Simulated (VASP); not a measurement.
A run of VASP 6.6.1:

The input INCAR:

```
PREC = Accurate ; ENCUT = 520
EDIFF = 1E-6 ; ISMEAR = 0
SIGMA = 0.1 ; LREAL = F
LASPH = T ; NELM = 80
ALGO = Normal ; ISIF = 2
LWAVE = F ; LCHARG = F
LDIPOL = T ; IDIPOL = 3
DIPOL = 0.5 0.5 0.361 ; GGA = PE
NBANDS = 32
```

File KPOINTS:

```
Automatic mesh
0
Gamma
  10 10 1
```

POSCAR

```
Mo3S
1.0
    2.7370454664      0.0000000000      0.0000000000
   -0.9123484888      2.5805112129      0.0000000000
    0.0000000000      0.0000000000     19.8082440452
Mo S
3 1
Direct
    0.5000000000      0.5000000000      0.2019361227
    0.0000000000      0.0000000000      0.3106875856
    0.5000000000      0.5000000000      0.4194336472
    1.0000000000      1.0000000000      0.5129507054
```

Potentials or basis: VASP PAW PBE potentials, release 64 (Mo_sv, S).

Run with:

```sh
$ cat potpaw_PBE.64/Mo_sv/POTCAR potpaw_PBE.64/S/POTCAR > POTCAR
$ mpirun -np 1 vasp_std > vasp.out
```

Hardware: 1 thread of AMD EPYC 7R43 64-Core Processor (Zen 3), with other jobs on the host.

**Question.** How long does it take, and how much memory?

**Answer.** Wall time 3.7 min on 1 thread of AMD EPYC 7R43 64-Core Processor (Zen 3) (shared host), peak memory 0.26 GiB. Counts: scf iterations 27, k points 31.
